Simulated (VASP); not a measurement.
**NaF: single point with HSE06**

Crystal: NaF.

```xyz
2
Lattice="2.8600 0.0000 0.0000 0.0000 2.8600 0.0000 0.0000 0.0000 2.8600" Properties=species:S:1:pos:R:3 pbc="T T T"
Na    0.0000    0.0000    0.0000
F     1.4300    1.4300    1.4300
```

This cell differs from its parent crystal: strain +2.4%.

```json
{"Program": "VASP 6.6.1", "Task": "single point", "Functional": "HSE06", "Potentials or basis": "VASP PAW PBE potentials, release 64 (Na_pv, F)", "Cutoff": "520 eV", "k mesh": "6 × 6 × 6", "Occupations": "gaussian, width 0.01 eV", "Spin": "no spin polarisation"}
```

```yaml
Pressure: -1.9 GPa
Band_gap_on_the_k_mesh: 7.82 eV (least direct gap 8.14 eV)
```

Levels at points of the mesh, in eV from the valence-band top:
```tsv
k point	band 5	band 6	band 7	band 8	band 9	band 10
(0.00, 0.00, 0.00)	-0.32	-0.32	-0.32	7.82	17.72	17.72
(0.50, 0.00, 0.00)	-2.50	-0.20	-0.20	12.59	13.58	21.77
(0.50, 0.50, 0.00)	-1.82	-1.82	0.00	13.77	17.02	17.02
(0.50, 0.50, 0.50)	-1.58	-1.58	-1.58	16.17	16.17	16.17
```

It took 6.6 min on 1 thread of Intel(R) Xeon(R) Platinum 8375C CPU @ 2.90GHz (Ice Lake), on a shared host, peak memory 0.23 GiB.

Caveat: the cell differs from its parent crystal (strain +2.4%); the PAW data sets were made with another functional, which shifts forces and pressure a little. A k mesh can miss the band edges.
